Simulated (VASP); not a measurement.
# HfTi5N6: single point with PBE

HfTi5N6:

```
Hf Ti N
1.0
     3.05206    0.00000    0.00000
     0.00000    3.05206    0.00000
     0.00000    0.00000   12.92441
Hf Ti N
1 5 6
Direct
  0.00000 0.00000 0.00000
  0.50000 0.50000 0.17873
  0.00000 0.00000 0.33558
  0.50000 0.50000 0.50000
  0.00000 0.00000 0.66442
  0.50000 0.50000 0.82127
  0.00000 0.00000 0.17184
  0.50000 0.50000 0.33807
  0.00000 0.00000 0.50000
  0.50000 0.50000 0.66193
  0.00000 0.00000 0.82816
  0.50000 0.50000 0.00000
```

```
Program             : VASP 6.6.1
Task                : single point
Functional          : PBE
Potentials or basis : VASP PAW PBE potentials, release 64 (Hf_pv, Ti_sv, N)
Cutoff              : 520 eV
k mesh              : 12 × 12 × 4
Occupations         : gaussian, width 0.1 eV
Spin                : no spin polarisation
```

```
Pressure               : -0.1 GPa
Largest force          : 0.086 eV/Å
Band gap on the k mesh : zero (bands 50 and 51 overlap by 3.21 eV)
```

Forces in eV/Å, atoms in the order of the input:
```
Hf   0.000  0.000  0.000
Ti   0.000  0.000 -0.016
Ti   0.000  0.000 -0.005
Ti   0.000  0.000  0.000
Ti   0.000  0.000  0.005
Ti   0.000  0.000  0.016
N    0.000  0.000 -0.086
N    0.000  0.000  0.005
N    0.000  0.000  0.000
N    0.000  0.000 -0.005
N    0.000  0.000  0.086
N    0.000  0.000  0.000
```

Levels at points of the mesh, in eV from the Fermi level:
```csv
k point,band 48,band 49,band 50,band 51,band 52,band 53
"(0.00, 0.00, 0.00)",-2.23,-2.21,-2.21,-1.45,-1.16,-0.57
"(0.50, 0.00, 0.00)",0.80,1.05,1.31,1.32,1.41,1.43
"(0.50, 0.50, 0.00)",-3.02,-3.02,-0.68,-0.68,0.01,0.01
"(0.00, 0.00, 0.50)",-2.53,-2.53,-2.08,-1.90,-0.80,-0.66
"(0.50, 0.00, 0.50)",0.93,1.06,1.10,1.10,1.25,1.26
"(0.50, 0.50, 0.50)",-2.02,-2.02,-1.65,-1.65,0.91,0.91
```

Wall time 24 min on 1 thread of Intel Xeon 8259CL, on a shared host, peak memory 0.57 GiB.

Caveat: spin-orbit coupling is left out, which moves the levels of the heavy elements.
